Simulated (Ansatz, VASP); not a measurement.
## Two plane-wave programs on MgS

File INCAR:

```
SYSTEM = MgS
PREC = Accurate ; ENCUT = 600
EDIFF = 1E-6 ; ISMEAR = 0
SIGMA = 0.01 ; LREAL = .FALSE.
LASPH = .TRUE. ; NELM = 120
ALGO = Normal ; ISIF = 2
LWAVE = .FALSE. ; LCHARG = .FALSE.
NBANDS = 11 ; GGA_COMPAT = .FALSE.
```

KPOINTS

```
Automatic mesh
0
G
  6 6 6
  0 0 0
```

POSCAR

```
MgS
1.0
    0.0000000000      2.7969294923      2.7969294923
    2.7969294923      0.0000000000      2.7969294923
    2.7969294923      2.7969294923      0.0000000000
Mg S
1 1
Direct
    0.0000000000      0.0000000000      0.0000000000
    0.2500000000      0.2500000000      0.2500000000
```

Input for Ansatz:

```yaml
crystal:
  lattice:
    - [0.0, 2.7969294923, 2.7969294923]
    - [2.7969294923, 0.0, 2.7969294923]
    - [2.7969294923, 2.7969294923, 0.0]
  atoms:
    - { symbol: Mg, position: [0.0, 0.0, 0.0] }
    - { symbol: S, position: [0.25, 0.25, 0.25] }
basis:
  ecutwfc: 420
kpoints:
  mp_grid: { grid: [6, 6, 6] }
  band_path:
    path:
      - [0.0, 0.0, 0.0]
      - [0.0, 0.0, 0.0]
      - [0.5, 0.5, 0.0]
      - [0.5, 0.5, 0.5]
      - [0.0053417419, 0.0053417419, 0.0]
      - [-0.0053417419, -0.0053417419, 0.0]
      - [0.0061681122, 0.0061681122, 0.0061681122]
      - [-0.0061681122, -0.0061681122, -0.0061681122]
      - [0.0053417419, 0.0053417419, 0.0]
      - [-0.0053417419, -0.0053417419, 0.0]
      - [0.5053417419, 0.5053417419, 0.0]
      - [0.4946582581, 0.4946582581, 0.0]
      - [0.5, 0.5053417419, 0.0053417419]
      - [0.5, 0.4946582581, -0.0053417419]
      - [0.5061681122, 0.5061681122, 0.5061681122]
      - [0.4938318878, 0.4938318878, 0.4938318878]
      - [0.4962228181, 0.5037771819, 0.5]
      - [0.5037771819, 0.4962228181, 0.5]
    npoints: 1
hamiltonian:
  xc: lda
  pseudopotentials: { kind: paw, azcp: { folder: soft_1 } }
scf:
  occupations: { method: fixed }
  n_extra_bands: 5
output:
  forces: true
  stress: true
  eigenvalues: true
```

Alike in both runs: task single point; functional LDA; k mesh 6 × 6 × 6; no spin polarisation.

|  | VASP | Ansatz |
| --- | --- | --- |
| version | VASP 6.6.1 | Ansatz 0.2.0 |
| potentials or method | VASP PAW LDA potentials, release 64 (Mg, S), cutoff 600 eV | scalar-relativistic, plane waves, PAW |
| occupations | gaussian, width 0.01 eV | fixed |
| valence electrons in the cell | 8 | 16 |

```csv
,VASP,Ansatz,Ansatz less VASP
gap on the k mesh at the Fermi level (eV),3.38,3.36,-0.012
least direct gap on the mesh (eV),3.38,3.36,-0.012
pressure (GPa),-0.3,0.0,+0.32
```

Ansatz warns that its potentials were made for another functional, while VASP's fit it. LDA's correlation is that of Perdew and Zunger in VASP and of Perdew and Wang (1992) in Ansatz. VASP's potentials hold 8 valence electrons a cell and Ansatz's 16, so a difference there can come from the potentials and not from the codes.
